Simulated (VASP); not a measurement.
Here is a VASP 6.6.1 calculation.

POSCAR

```
AgCl
1.0
    3.4053220610      0.0097340191      0.0097340191
    0.0097340191      3.4053220610      0.0097340191
    0.0097340191      0.0097340191      3.4053220610
Ag Cl
1 1
Direct
    0.0000000000      0.0000000000      0.0000000000
    0.5000000000      0.5000000000      0.5000000000
```

INCAR.step1

```
SYSTEM = AgCl
ALGO = Normal
EDIFF = 1E-4
ENCUT = 520
GGA = PE
ISMEAR = 0
LASPH = .TRUE.
LCHARG = .FALSE.
LREAL = .FALSE.
LWAVE = .TRUE.
NBANDS = 16
NELM = 100
PREC = Accurate
SIGMA = 0.01
```

Contents of INCAR.step2:

```
SYSTEM = AgCl
ALGO = Normal
EDIFF = 1E-7
ENCUT = 520
ISIF = 2
ISMEAR = 0
ISTART = 1
LASPH = .TRUE.
LCHARG = .FALSE.
LMIXTAU = .TRUE.
LREAL = .FALSE.
LWAVE = .FALSE.
METAGGA = R2SCAN
NBANDS = 16
NELM = 100
PREC = Accurate
SIGMA = 0.01
```

Contents of KPOINTS:

```
k-points
0
G
  8 8 8
  0 0 0
```

Potentials or basis: VASP PAW PBE potentials, release 64 (Ag, Cl).

Launch:

```bash
$ cat potpaw_PBE.64/Ag/POTCAR potpaw_PBE.64/Cl/POTCAR > POTCAR
$ cp INCAR.step1 INCAR
$ mpirun -np 1 vasp_std > vasp.out
$ cp INCAR.step2 INCAR
$ mpirun -np 1 vasp_std > vasp.out
```

What does it give for the pressure?

-0.6 GPa.

What does it give for the band gap on the k mesh?

1.16 eV (least direct gap 2.80 eV).

Stress tensor (GPa, compression positive):
```
-0.60  0.06  0.06
 0.06 -0.60  0.06
 0.06  0.06 -0.60
```

Caveat: the cell differs from its parent crystal (strain along [111] +0.9%); the PAW data sets were made with another functional, which shifts forces and pressure a little. A k mesh can miss the band edges.
